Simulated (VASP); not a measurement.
ScBC, 6 atoms in the cell. Symmetry: P6_3/mmc, No. 194, hexagonal system. Conventional cell: a = 2.836 Å, b = 2.836 Å, c = 7.116 Å, α = 90.00°, β = 90.00°, γ = 120.00°. Sc (site symmetry -3m) has 6 B at 2.42 Å and 6 C at 2.42 Å and 6 Sc at 2.84 Å within 3.2 Å. B (site symmetry -6m2) has 3 C at 1.64 Å within 2.2 Å. Within 2.2 Å of C (site symmetry -6m2) lie 3 B at 1.64 Å. 

| Quantity | Value |
| --- | --- |
| Program | VASP 6.6.1 |
| Task | single point |
| Functional | LDA |
| Potentials or basis | VASP PAW LDA potentials, release 64 (Sc_sv, B, C) |
| Cutoff | 520 eV |
| k mesh | 9 × 9 × 3 |
| Occupations | fermi-dirac, width 0.05 eV |
| Spin | no spin polarisation |
| Dipole correction | no |
| Further INCAR settings | ALGO = Normal; EDIFF = 1e-07; NBANDS = 27 |

Potentials or basis: VASP PAW LDA potentials, release 64 (Sc_sv, B, C).

Run with:

```console
$ cat potpaw_LDA.64/Sc_sv/POTCAR potpaw_LDA.64/B/POTCAR potpaw_LDA.64/C/POTCAR > POTCAR
$ mpirun -np 1 vasp_std > vasp.out
```

Hardware: 1 thread of Intel(R) Xeon(R) 6975P-C (Granite Rapids) (shared host).

Problem. Estimate the wall time of this run.

Solution. Wall time 15 s on 1 thread of Intel(R) Xeon(R) 6975P-C (Granite Rapids), on a shared host, peak memory 0.16 GiB. Counts: scf iterations 14, k points 24.
